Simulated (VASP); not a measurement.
Write the native input for VASP 6.6.1 that does the following.

```
Task                   : electric field gradients
Functional             : PBE
Potentials or basis    : VASP PAW PBE potentials, release 64 (Ga_d, Cu, Se)
Cutoff                 : 520 eV
k mesh                 : 7 × 7 × 7
Occupations            : fermi-dirac, width 0.02 eV
Spin                   : no spin polarisation
Dipole correction      : no
Further INCAR settings : ALGO = Normal; EDIFF = 1e-08; NBANDS = 46
```

The structure of GaCuSe2 lies in POSCAR:

```
GaCuSe2
1.0
   -2.8095500000      2.8095500000      5.5130000000
    2.8095500000     -2.8095500000      5.5130000000
    2.8095500000      2.8095500000     -5.5130000000
Ga Cu Se
2 2 4
Direct
    0.5000000000      0.5000000000      0.0000000000
    0.2500000000      0.7500000000      0.5000000000
    0.0000000000      0.0000000000      0.0000000000
    0.7500000000      0.2500000000      0.5000000000
    0.3750000000      0.3756200000      0.5006200000
    0.6243800000      0.1250000000      0.9993800000
    0.8750000000      0.8743800000      0.4993800000
    0.1256200000      0.6250000000      0.0006200000
```

These files were run (other wordings do the same):

INCAR

```
ALGO = Normal ; EDIFF = 1E-8
ENCUT = 520 ; GGA = PE
ISIF = 2 ; ISMEAR = -1
LASPH = True ; LCHARG = False
LEFG = True ; LREAL = False
LWAVE = False ; NBANDS = 46
NELM = 80 ; PREC = Accurate
SIGMA = 0.02
```

KPOINTS

```
k-points
0
Gamma
  7 7 7
```

Potentials or basis: VASP PAW PBE potentials, release 64 (Ga_d, Cu, Se).

Command:

```sh
$ cat potpaw_PBE.64/Ga_d/POTCAR potpaw_PBE.64/Cu/POTCAR potpaw_PBE.64/Se/POTCAR > POTCAR
$ mpirun -np 1 vasp_std > vasp.out
```

Results of the run:

| Item | Value |
| --- | --- |
| Pressure | 3.0 GPa |
| Largest force | 0.380 eV/Å |
| Band gap on the k mesh | 0.25 eV, direct |

Caveat: without QUAD_EFG the Cq values of the log hold for a quadrupole moment of 1 mb, not for the nuclei.

It took 27 min on 1 thread of AMD EPYC 7R13 (shared host), peak memory 0.56 GiB.
